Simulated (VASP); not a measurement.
# TiN (Fm-3m) in VASP: notebook, part 2 of 2

VASP 6.6.1. Earlier steps stand in the parts before.

### 3 Single point, PBEsol (volume scaled by 0.96)

INCAR reads:

```
PREC = Accurate
ENCUT = 520
EDIFF = 1E-6
ISMEAR = -1
SIGMA = 0.05
LREAL = F
LASPH = T
NELM = 80
ALGO = Normal
ISIF = 2
LWAVE = F
LCHARG = F
GGA = PS
NBANDS = 16
```

KPOINTS reads:

```
regular mesh
0
Gamma
  17 17 17
```

POSCAR reads:

```
TiN
1.0
    0.0000000000      2.0933208087      2.0933208087
    2.0933208087      0.0000000000      2.0933208087
    2.0933208087      2.0933208087      0.0000000000
Ti N
1 1
Direct
    0.0000000000      0.0000000000      0.0000000000
    0.5000000000      0.5000000000      0.5000000000
```

Potentials or basis: VASP PAW PBE potentials, release 64 (Ti_sv, N).

On the command line:

```bash
$ cat potpaw_PBE.64/Ti_sv/POTCAR potpaw_PBE.64/N/POTCAR > POTCAR
$ mpirun -np 1 vasp_std > vasp.out
```

OUTCAR:

```text
PREC = Accurate
   ENCUT = 520
   EDIFF = 1E-6
   ISMEAR = -1
   LREAL = F
   LASPH = T
   NELM = 80
   ISIF = 2
   GGA = PS

 ion  position               nearest neighbor table
   1  0.000  0.000  0.000-   2 2.09   2 2.09   2 2.09   2 2.09   2 2.09   2 2.09
   2  0.500  0.500  0.500-   1 2.09   1 2.09   1 2.09   1 2.09   1 2.09   1 2.09

  LATTYP: Found a face centered cubic cell.
 ALAT       =     4.1866416174

  Lattice vectors:

 A1 = (   0.0000000000,   2.0933208087,   2.0933208087)
 A2 = (   2.0933208087,   0.0000000000,   2.0933208087)
 A3 = (   2.0933208087,   2.0933208087,   0.0000000000)

Analysis of symmetry for initial positions (statically):
=====================================================================
 Subroutine PRICEL returns:
 Original cell was already a primitive cell.

 Routine SETGRP: Setting up the symmetry group for a
 face centered cubic supercell.

 Subroutine GETGRP returns: Found 48 space group operations
 (whereof 48 operations were pure point group operations)
 out of a pool of 48 trial point group operations.

The static configuration has the point symmetry O_h .

Analysis of symmetry for dynamics (positions and initial velocities):
=====================================================================
 Subroutine PRICEL returns:
 Original cell was already a primitive cell.

 Routine SETGRP: Setting up the symmetry group for a
 face centered cubic supercell.

 Subroutine GETGRP returns: Found 48 space group operations
 (whereof 48 operations were pure point group operations)
 out of a pool of 48 trial point group operations.

The dynamic configuration has the point symmetry O_h .

 Subroutine INISYM returns: Found 48 space group operations
 (whereof 48 operations are pure point group operations),
 and found     1 'primitive' translations

----------------------------------------------------------------------------------------

                                     Primitive cell

  volume of cell :      18.3458

  direct lattice vectors                    reciprocal lattice vectors
     0.000000000  2.093320809  2.093320809    -0.238854932  0.238854932  0.238854932
     2.093320809  0.000000000  2.093320809     0.238854932 -0.238854932  0.238854932
     2.093320809  2.093320809  0.000000000     0.238854932  0.238854932 -0.238854932

  length of vectors
     2.960402678  2.960402678  2.960402678     0.413708878  0.413708878  0.413708878

  position of ions in fractional coordinates (direct lattice)
     0.000000000  0.000000000  0.000000000
     0.500000000  0.500000000  0.500000000

  ion indices of the primitive-cell ions
   primitive index   ion index
                 1           1
                 2           2

----------------------------------------------------------------------------------------

 KPOINTS: regular mesh

Automatic generation of k-mesh.
 Grid dimensions read from file:
 generate k-points for:   17   17   17

 Generating k-lattice:

  Cartesian coordinates                     Fractional coordinates (reciprocal lattice)
    -0.014050290  0.014050290  0.014050290     0.058823529  0.000000000  0.000000000
     0.014050290 -0.014050290  0.014050290     0.000000000  0.058823529  0.000000000
     0.014050290  0.014050290 -0.014050290     0.000000000  0.000000000  0.058823529

  Length of vectors
     0.024335816  0.024335816  0.024335816

  Shift w.r.t. Gamma in fractional coordinates (k-lattice)
     0.000000000  0.000000000  0.000000000

 Subroutine IBZKPT returns following result:
 ===========================================

 Found    165 irreducible k-points:

 Following reciprocal coordinates:
            Coordinates               Weight
  0.000000  0.000000  0.000000      1.000000
  0.058824  0.000000  0.000000      8.000000
  0.117647  0.000000  0.000000      8.000000
  0.176471  0.000000  0.000000      8.000000
  0.235294  0.000000  0.000000      8.000000
  0.294118  0.000000  0.000000      8.000000
[... 16 lines left out ...]
 -0.176471  0.058824  0.000000     24.000000
 -0.117647  0.058824  0.000000     24.000000
 [... further k-points ...]
   k-points           NKPTS =    165   k-points in BZ     NKDIM =    165   number of bands    NBANDS=     16
   number of dos      NEDOS =    301   number of ions     NIONS =      2
   total plane-waves  NPLWV =  13824
   dimension x,y,z NGX =    24 NGY =   24 NGZ =   24
   dimension x,y,z NGXF=    48 NGYF=   48 NGZF=   48
   ions per type =               1   1
   NGX,Y,Z   is equivalent  to a cutoff of  13.48, 13.48, 13.48 a.u.
   NGXF,Y,Z  is equivalent  to a cutoff of  26.96, 26.96, 26.96 a.u.
 SYSTEM =  unknown system
   PREC   = accura    normal or accurate (medium, high low for compatibility)
   ISTART =      0    job   : 0-new  1-cont  2-samecut
   ICHARG =      2    charge: 1-file 2-atom 10-const
   ISPIN  =      1    spin polarized calculation?
   LNONCOLLINEAR =      F non collinear calculations
   LSORBIT =      F    spin-orbit coupling
   LASPH  =      T    aspherical Exc in radial PAW
   ENCUT  =  520.0 eV  38.22 Ry    6.18 a.u.   5.50  5.50  5.50*2*pi/ulx,y,z
   NELM   =     80;   NELMIN=  2; NELMDL= -5     # of ELM steps
   EDIFF  = 0.1E-05   stopping-criterion for ELM
   LREAL  =      F    real-space projection
   EDIFFG = 0.1E-04   stopping-criterion for IOM
   NSW    =      0    number of steps for IOM
   IBRION =     -1    ionic relax: 0-MD 1-quasi-New 2-CG
   NFREE  =      0    steps in history (QN), initial steepest desc. (CG)
   ISIF   =      2    stress and relaxation
   ISYM   =      2    0-nonsym 1-usesym 2-fastsym
   POTIM  = 0.5000    time-step for ionic-motion
   TEBEG  =    0.0;   TEEND  =   0.0 temperature during run
   PSTRESS=    0.0 pullay stress
   NELECT =      17.0000    total number of electrons
   NUPDOWN=      -1.0000    fix difference up-down
   EMIN   =  10.00;   EMAX   =-10.00  energy-range for DOS
   EFERMI =   0.00;   METHOD = LEGACY
   ISMEAR =    -1;   SIGMA  =   0.05  broadening in eV -4-tet -1-fermi 0-gaus
   EFERMI_NEDOS =   21; number of points for ismear=-14 and -15
   IALGO  =     38    algorithm
   IMIX   =      4    mixing-type and parameters
     AMIX     =   0.40;   BMIX     =  1.00
     AMIX_MAG =   1.60;   BMIX_MAG =  1.00
  volume/ion in A,a.u.               =       9.17        61.90
  Fermi-wavevector in a.u.,A,eV,Ry     =   1.596046  3.016089 34.658967  2.547362
  Thomas-Fermi vector in A             =   2.693870
   LORBIT       =      0    0 simple, 1 ext, 2 COOP (PROOUT), +10 PAW based schemes
   GGA     = PS    functional components
   LHFCALC =     F    Hartree Fock is set to
   AEXX    =    0.0000 exact exchange contribution
   IVDW    =     0    specifies the selected vdW correction
   LEPSILON=     F    determine dielectric tensor
   LRPA    =     F    only Hartree local field effects (RPA)
 non-spin polarized calculation
  energy-cutoff  :      520.00
  volume of cell :       18.35
 maximum number of plane-waves:       531
 NGX is ok and might be reduce to    24
   NGX = 11   NGY = 11   NGZ = 11

 number of electron      16.9999997 magnetization

 Free energy of the ion-electron system (eV)
  ---------------------------------------------------
  ext. energy  EPLUGINS =         0.00000000
  ---------------------------------------------------
  free energy    TOTEN  =       -20.78050689 eV

  energy without entropy =      -20.77422912  energy(sigma->0) =      -20.77736800

 E-fermi :  11.8437     XC(G=0): -13.4408

 val. band max:       11.8130880849   @ k =   0.1176   0.0588   0.0000
 cond. band min:      11.8452791096   @ k =  -0.1176   0.0588   0.0000
 fundamental gap:      0.0321910247
 Fermi energy:        11.8437158853

 k-point     1 :       0.0000    0.0000    0.0000
  band No.  band energies     occupation
      1     -45.7038      2.00000
      2     -21.7525      2.00000
      3     -21.7525      2.00000
      4     -21.7525      2.00000
      5      -5.4321      2.00000
      6       9.7806      2.00000
[... 8 lines left out ...]
     15      25.0228      0.00000
     16      32.1136      0.00000
[... 419 lines left out ...]
 k-point    24 :      -0.1176    0.0588    0.0000
  band No.  band energies     occupation
      1     -45.6801      2.00000
      2     -21.9028      2.00000
      3     -21.7846      2.00000
      4     -21.7568      2.00000
      5      -4.9888      2.00000
      6       7.8951      2.00000
[... 8 lines left out ...]
     15      25.2945      0.00000
     16      30.7387      0.00000

 [... further k-points ...]

------------------------ aborting loop because EDIFF is reached ----------------------------------------

  FORCE on cell =-STRESS in cart. coord.  units (eV):
  Direction    XX          YY          ZZ          XY          YZ          ZX
  --------------------------------------------------------------------------------------
  -------------------------------------------------------------------------------------
  Total        0.4912610      0.4912610      0.4912610      0.0000000      0.0000000      0.0000000
  in kB       42.9027859     42.9027859     42.9027859      0.0000000      0.0000000      0.0000000
  external PRESSURE =      42.9027859 kB  Pullay stress =       0.0000000 kB

 VOLUME and BASIS-vectors are now :
 -----------------------------------------------------------------------------
  energy-cutoff  :      520.00
  volume of cell :       18.35
      direct lattice vectors                 reciprocal lattice vectors
     0.000000000  2.093320809  2.093320809    -0.238854932  0.238854932  0.238854932
     2.093320809  0.000000000  2.093320809     0.238854932 -0.238854932  0.238854932
     2.093320809  2.093320809  0.000000000     0.238854932  0.238854932 -0.238854932

 POSITION                                       TOTAL-FORCE (eV/Angst)
 -----------------------------------------------------------------------------------
      0.00000      0.00000      0.00000         0.000000     -0.000000     -0.000000
      2.09332      2.09332      2.09332        -0.000000      0.000000      0.000000
 -----------------------------------------------------------------------------------
    total drift:                                0.000000     -0.000000     -0.000000

  FREE ENERGIE OF THE ION-ELECTRON SYSTEM (eV)
  ---------------------------------------------------
  free  energy   TOTEN  =       -20.7805068862 eV

  energy  without entropy=      -20.7742291223  energy(sigma->0) =      -20.77736800
```

OSZICAR:

```text
N       E                     dE             d eps       ncg     rms          rms(c)
DAV:   1     0.132917542952E+03    0.13292E+03   -0.81986E+03  5304   0.127E+03
DAV:   2    -0.178666378702E+02   -0.15078E+03   -0.14098E+03  5872   0.350E+02
DAV:   3    -0.255044425777E+02   -0.76378E+01   -0.75632E+01  6640   0.818E+01
DAV:   4    -0.256995062269E+02   -0.19506E+00   -0.19471E+00  6432   0.122E+01
DAV:   5    -0.257040497139E+02   -0.45435E-02   -0.45435E-02  6248   0.164E+00    0.193E+01
DAV:   6    -0.211158849530E+02    0.45882E+01   -0.12032E+01  6944   0.539E+01    0.698E+00
DAV:   7    -0.208195267642E+02    0.29636E+00   -0.13892E+00  6176   0.148E+01    0.536E+00
DAV:   8    -0.209757843396E+02   -0.15626E+00   -0.90968E-01  7400   0.139E+01    0.599E+00
DAV:   9    -0.207880553318E+02    0.18773E+00   -0.26126E-01  6184   0.812E+00    0.142E+00
DAV:  10    -0.207830406045E+02    0.50147E-02   -0.37527E-02  6456   0.224E+00    0.388E-01
DAV:  11    -0.207805476076E+02    0.24930E-02   -0.52987E-03  6040   0.656E-01    0.158E-01
DAV:  12    -0.207805584177E+02   -0.10810E-04   -0.43617E-04  6080   0.220E-01    0.875E-02
DAV:  13    -0.207805165420E+02    0.41876E-04   -0.21235E-04  6120   0.234E-01    0.210E-02
DAV:  14    -0.207805071139E+02    0.94281E-05   -0.15362E-05  6528   0.554E-02    0.674E-03
DAV:  15    -0.207805068862E+02    0.22769E-06   -0.20006E-06  6024   0.134E-02
   1 F= -.20780507E+02 E0= -.20777368E+02  d E =-.627776E-02
```

Run time: 56 s. Hardware: 1 thread of Intel Xeon Platinum 8259CL at 2.50GHz (Skylake/Cascade Lake), shared host; peak memory 0.18 GiB.

Results:

```yaml
Free_energy: -20.7805 eV
Pressure: 4.3 GPa
```

Caveat: the cell differs from its parent crystal (volume scaled by 0.96); the PAW data sets were made with another functional, which shifts forces and pressure a little.

### 4 Single point, PBEsol (volume scaled by 0.98)

INCAR reads:

```
PREC = Accurate
ENCUT = 520
EDIFF = 1E-6
ISMEAR = -1
SIGMA = 0.05
LREAL = F
LASPH = T
NELM = 100
ALGO = Normal
ISIF = 2
LWAVE = F
LCHARG = T
GGA = PS
LELF = T
LVHAR = T
NBANDS = 16
```

KPOINTS is that of step 3.

POSCAR reads:

```
TiN
1.0
    0.0000000000      2.1077579601      2.1077579601
    2.1077579601      0.0000000000      2.1077579601
    2.1077579601      2.1077579601      0.0000000000
Ti N
1 1
Direct
    0.0000000000      0.0000000000      0.0000000000
    0.5000000000      0.5000000000      0.5000000000
```

On the command line:

```bash
$ cat potpaw_PBE.64/Ti_sv/POTCAR potpaw_PBE.64/N/POTCAR > POTCAR
$ mpirun -np 1 vasp_std > vasp.out
```

It took 67 s on 1 thread of Intel Xeon Platinum 8259CL at 2.50GHz (Skylake/Cascade Lake), shared host; peak memory 0.18 GiB.

The run converged. Its results:

```
Free energy : -20.7836 eV
Pressure    : -2.0 GPa
```

Levels at points of the mesh, in eV from the Fermi level:
```csv
k point,band 6,band 7,band 8,band 9,band 10,band 11,band 12,band 13
"(0.00, 0.00, 0.00)",-2.04,-2.04,-2.04,-0.64,-0.64,-0.64,0.59,0.59
```

Caveat: the cell differs from its parent crystal (volume scaled by 0.98); the PAW data sets were made with another functional, which shifts forces and pressure a little.

### 5 Single point, PBEsol

This run uses another cell than the first one, of 9.56 Å³/atom, 1.064 times its volume.

INCAR reads:

```
SYSTEM = TiN
PREC = Accurate
ENCUT = 520
EDIFF = 1E-6
ISMEAR = -1
SIGMA = 0.05
LREAL = .FALSE.
LASPH = .TRUE.
NELM = 100
ALGO = Normal
ISIF = 2
LWAVE = .FALSE.
LCHARG = .FALSE.
GGA = PS
NBANDS = 16
```

KPOINTS reads:

```
regular mesh
0
G
  17 17 17
  0 0 0
```

POSCAR reads:

```
TiN
1.0
    0.0000000000      2.1220000000      2.1220000000
    2.1220000000      0.0000000000      2.1220000000
    2.1220000000      2.1220000000      0.0000000000
Ti N
1 1
Direct
    0.0000000000      0.0000000000      0.0000000000
    0.5000000000      0.5000000000      0.5000000000
```

On the command line:

```bash
$ cat potpaw_PBE.64/Ti_sv/POTCAR potpaw_PBE.64/N/POTCAR > POTCAR
$ mpirun -np 1 vasp_std > vasp.out
```

It took 58 s on 1 thread of Intel Xeon Platinum 8259CL at 2.50GHz (Skylake/Cascade Lake), shared host; peak memory 0.17 GiB.

The run converged. Its results:

| Quantity | Value |
| --- | --- |
| Free energy | -20.7725 eV |
| Pressure | -7.6 GPa |

Levels at points of the mesh, in eV from the Fermi level:
```csv
k point,band 5,band 6,band 7,band 8,band 9,band 10,band 11,band 12,band 13,band 14
"(0.00, 0.00, 0.00)",-17.02,-2.01,-2.01,-2.01,-0.62,-0.62,-0.62,0.57,0.57,5.37
```

Caveat: the PAW data sets were made with another functional, which shifts forces and pressure a little.

### 6 Single point, PBEsol (volume scaled by 0.99)

INCAR reads:

```
PREC = Accurate
ENCUT = 520
EDIFF = 1E-6
ISMEAR = -1
SIGMA = 0.05
LREAL = False
LASPH = True
NELM = 100
ALGO = Normal
ISIF = 2
LWAVE = False
LCHARG = False
GGA = PS
NBANDS = 16
```

KPOINTS reads:

```
regular mesh
0
Gamma
  17 17 17
```

POSCAR reads:

```
TiN
1.0
    0.0000000000      2.1149029570      2.1149029570
    2.1149029570      0.0000000000      2.1149029570
    2.1149029570      2.1149029570      0.0000000000
Ti N
1 1
Direct
    0.0000000000      0.0000000000      0.0000000000
    0.5000000000      0.5000000000      0.5000000000
```

Potentials or basis: VASP PAW PBE potentials, release 64 (Ti_sv, N).

On the command line:

```bash
$ cat potpaw_PBE.64/Ti_sv/POTCAR potpaw_PBE.64/N/POTCAR > POTCAR
$ mpirun -np 1 vasp_std > vasp.out
```

Run time: 57 s. Hardware: 1 thread of Intel Xeon Platinum 8259CL at 2.50GHz (Skylake/Cascade Lake), shared host; peak memory 0.17 GiB.

Results (log left out):

```yaml
Free_energy: -20.7797 eV
Pressure: -4.9 GPa
```

Levels at points of the mesh, in eV from the Fermi level:
```csv
k point,band 5,band 6,band 7,band 8,band 9,band 10,band 11,band 12,band 13,band 14
"(0.00, 0.00, 0.00)",-17.09,-2.02,-2.02,-2.02,-0.63,-0.63,-0.63,0.58,0.58,5.49
```

Caveat: the cell differs from its parent crystal (volume scaled by 0.99); the PAW data sets were made with another functional, which shifts forces and pressure a little.

### 7 Summary

| cell | gap on the mesh (eV) | pressure (GPa) |
| --- | --- | --- |
| a = 2.940 Å, angles 60.0°, 2 atoms | none | 11.3 |
| a = 2.960 Å, angles 60.0°, 2 atoms | none | 4.3 |
| a = 2.981 Å, angles 60.0°, 2 atoms | none | -2.0 |
| a = 3.001 Å, angles 60.0°, 2 atoms | none | -7.6 |
| a = 2.991 Å, angles 60.0°, 2 atoms | none | -4.9 |

Alike in all rows: task single point; level PBEsol; potentials or basis VASP PAW PBE potentials, release 64 (Ti_sv, N); no spin polarisation; k mesh 17 × 17 × 17; cutoff (eV) 520; smearing fermi-dirac 0.05 eV.

Caveats: the PAW data sets were made with another functional, which shifts forces and pressure a little.

Total energies depend on the potentials used, so only differences within one code and one set of settings carry meaning.
